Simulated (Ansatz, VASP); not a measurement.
One calculation of PtS2, two programs

```
Pt S
1.0
     1.73914    1.00409    5.09587
    -1.73914    1.00409    5.09587
     0.00000   -2.00819    5.09587
Pt S
1 2
Direct
  0.99737 0.99737 0.99737
  0.42560 0.42560 0.42560
  0.24369 0.24369 0.24369
```

Alike in both runs: task single point; functional r2SCAN; k mesh 6 × 6 × 6; occupations fermi-dirac, width 0.02 eV; no spin polarisation.

|  | VASP | Ansatz |
| --- | --- | --- |
| version | VASP 6.6.1 | Ansatz 0.2.0 |
| potentials or method | VASP PAW PBE potentials, release 64 (Pt, S) | plane waves, PAW |
| plane-wave cutoff (eV) | 520 | 500 |
| valence electrons in the cell | 22 | 30 |

|  | VASP | Ansatz | Ansatz less VASP |
| --- | --- | --- | --- |
| pressure (GPa) | 1.2 | 1.4 | +0.17 |
| traceless stress, the component that is largest in VASP (GPa) | -0.33 | -0.26 | +0.068 |
| rms of the force components (eV/Å) | 0.022 | 0.010 | -0.0122 |

VASP's potentials were made for PBE, not for r2SCAN. Atom by atom the forces differ by 0.016 eV/Å (rms over components). VASP's potentials hold 22 valence electrons a cell and Ansatz's 30, so a difference there can come from the potentials and not from the codes.

Neither program's run includes spin-orbit coupling.
